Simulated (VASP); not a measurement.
Runs of VASP 6.6.1 on Ta2N. The structure is that of space group P-31m (No. 162), or close to it. The cells are those of the table. 

```csv
task,cell,smearing,gap on the mesh (eV),pressure (GPa),largest force (eV/Å)
electric field gradients,"a = 5.264, b = 5.264, c = 4.915 Å, angles 90.0, 90.0, 120.0°, 9 atoms",fermi-dirac 0.15 eV,none,0.6,0.02
single point,"a = 5.036, b = 5.036, c = 4.724 Å, angles 90.0, 90.0, 120.0°, 9 atoms",gaussian 0.1 eV,none,(a),0.03
single point,"a = 5.297, b = 5.297, c = 4.939 Å, angles 90.0, 90.0, 120.0°, 9 atoms",gaussian 0.1 eV,none,-4.8,0.12
single point,"a = 5.136, b = 5.136, c = 4.806 Å, angles 90.0, 90.0, 120.0°, 9 atoms",gaussian 0.1 eV,none,25.9,0.02
```

Alike in all rows: level PBEsol; potentials or basis VASP PAW PBE potentials, release 64 (Ta_pv, N); no spin polarisation; k mesh 12 × 12 × 8; cutoff (eV) 520.

**Question.** Estimate the missing entries.

**Answer.** (a) 52.0.

Caveats: the PAW data sets were made with another functional, which shifts forces and pressure a little; spin-orbit coupling is left out, which moves the levels of the heavy elements; the cell stands under pressure (at least some runs); the cell stands under tension (at least some runs).

A k mesh can miss the band edges, and the runs leave out spin-orbit coupling on Ta.

A gap of «none» marks levels without a gap at the run's occupations.
